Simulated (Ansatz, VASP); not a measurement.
Given: the input of a run of VASP 6.6.1 on Sb.

File POSCAR:

```
Sb
1.0
   -4.1090505274      4.1090505274      2.0652122148
    4.1090505274     -4.1090505274      2.0652122148
    4.1090505274      4.1090505274     -2.0652122148
Sb
4
Direct
    0.6512630600      0.1512630600      0.8025261200
    0.1512630600      0.3487369400      0.5000000000
    0.3487369400      0.8487369400      0.1974738800
    0.8487369400      0.6512630600      0.5000000000
```

The input INCAR.step1:

```
  PREC = Accurate
  ENCUT = 520
  ISMEAR = -1
  SIGMA = 0.05
  LREAL = F
  LASPH = T
  NELM = 80
  NBANDS = 18
  GGA = PE
  ALGO = Normal
  EDIFF = 1E-4
  LWAVE = T
  LCHARG = F
```

Contents of INCAR.step2:

```
  PREC = Accurate
  ENCUT = 520
  EDIFF = 1E-6
  ISMEAR = -1
  SIGMA = 0.05
  LREAL = F
  LASPH = T
  NELM = 80
  ALGO = Normal
  ISIF = 2
  LWAVE = F
  LCHARG = T
  METAGGA = R2SCAN
  LMIXTAU = T
  LELF = T
  LVHAR = T
  NBANDS = 18
  ISTART = 1
```

File KPOINTS:

```
regular mesh
0
Gamma
  7 7 7
```

Potentials or basis: VASP PAW PBE potentials, release 64 (Sb).

The run is started by

```console
$ cat potpaw_PBE.64/Sb/POTCAR > POTCAR
$ cp INCAR.step1 INCAR
$ mpirun -np 1 vasp_std > vasp.out
$ cp INCAR.step2 INCAR
$ mpirun -np 1 vasp_std > vasp.out
```

Q: Set up the same calculation for Ansatz 0.2.0. Potentials there: Ansatz PAW.

A: As run (the cutoff follows the program's own potentials):

Contents of input.yaml:

```yaml
crystal:
  lattice:
    - [-4.1090505274, 4.1090505274, 2.0652122148]
    - [4.1090505274, -4.1090505274, 2.0652122148]
    - [4.1090505274, 4.1090505274, -2.0652122148]
  atoms:
    - { symbol: Sb, position: [0.65126306, 0.15126306, 0.80252612] }
    - { symbol: Sb, position: [0.15126306, 0.34873694, 0.5] }
    - { symbol: Sb, position: [0.34873694, 0.84873694, 0.19747388] }
    - { symbol: Sb, position: [0.84873694, 0.65126306, 0.5] }
hamiltonian:
  xc: r2scan
  pseudopotentials: { kind: paw }
kpoints:
  mp_grid: { grid: [7, 7, 7] }
scf:
  occupations: { method: fermi_dirac, width: 0.05 }
output:
  forces: true
  stress: true
  eigenvalues: true
```

Potentials or basis: Ansatz PAW.

The run is started by

```sh
$ ansatz run input.yaml --threads 2 --pin off --max-ram 5632MiB --backend cpu --events-out ev --progress --plain --runs-dir out
```

Both were run:

|  | VASP | Ansatz | Ansatz less VASP |
| --- | --- | --- | --- |
| gap on the k mesh at the Fermi level (eV) | none | none | - |
| pressure (GPa) | -2.1 | -2.0 | +0.03 |
| traceless stress, the component that is largest in VASP (GPa) | -0.50 | -0.51 | -0.009 |
| rms of the force components (eV/Å) | 0.011 | 0.006 | -0.0054 |

VASP's potentials were made for PBE, not for r2SCAN. Atom by atom the forces differ by 0.005 eV/Å (rms over components). A gap of «none» marks a metal or a gap that the smearing closes. The functional is the same, so the differences come from potentials, cutoffs and numerics. VASP's potentials hold 20 valence electrons a cell and Ansatz's 60, so a difference there can come from the potentials and not from the codes.

Neither program's run includes spin-orbit coupling.
